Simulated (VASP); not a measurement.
A run of VASP 6.6.1:

POSCAR

```
SnMo
1.0
    0.0000000000      2.7479477800      2.7479477800
    2.7479477800      0.0000000000      2.7479477800
    2.7479477800      2.7479477800      0.0000000000
Sn Mo
1 1
Direct
    0.5000000000      0.5000000000      0.5000000000
    0.0000000000      0.0000000000      0.0000000000
```

Contents of INCAR.step1:

```
SYSTEM = SnMo
PREC = Accurate
ENCUT = 550
ISMEAR = -4
SIGMA = 0.1
LREAL = .False.
LASPH = .True.
NELM = 120
NBANDS = 21
GGA = PE
ALGO = Normal
EDIFF = 1E-5
LWAVE = .True.
LCHARG = .False.
GGA_COMPAT = .False.
```

The input INCAR.step2:

```
SYSTEM = SnMo
PREC = Accurate
ENCUT = 550
EDIFF = 1E-6
ISMEAR = -4
SIGMA = 0.1
LREAL = .False.
LASPH = .True.
NELM = 120
ALGO = Normal
ISIF = 2
LWAVE = .False.
LCHARG = .True.
METAGGA = R2SCAN
LMIXTAU = .True.
LELF = .True.
LVHAR = .True.
NBANDS = 21
ISTART = 1
GGA_COMPAT = .False.
```

Contents of KPOINTS:

```
Automatic mesh
0
Gamma
  6 6 6
  0 0 0
```

Potentials or basis: VASP PAW PBE potentials, release 64 (Sn_d, Mo_sv).

Command:

```console
$ cat potpaw_PBE.64/Sn_d/POTCAR potpaw_PBE.64/Mo_sv/POTCAR > POTCAR
$ cp INCAR.step1 INCAR
$ mpirun -np 1 vasp_std > vasp.out
$ cp INCAR.step2 INCAR
$ mpirun -np 1 vasp_std > vasp.out
```

Hardware: 1 thread of Intel(R) Xeon(R) Platinum 8488C (Sapphire Rapids) (shared host).

**Question.** How long does it take, and how much memory?

**Answer.** Wall time 48 s on 1 thread of Intel(R) Xeon(R) Platinum 8488C (Sapphire Rapids) (shared host), peak memory 0.17 GiB. Counts: k points 16.
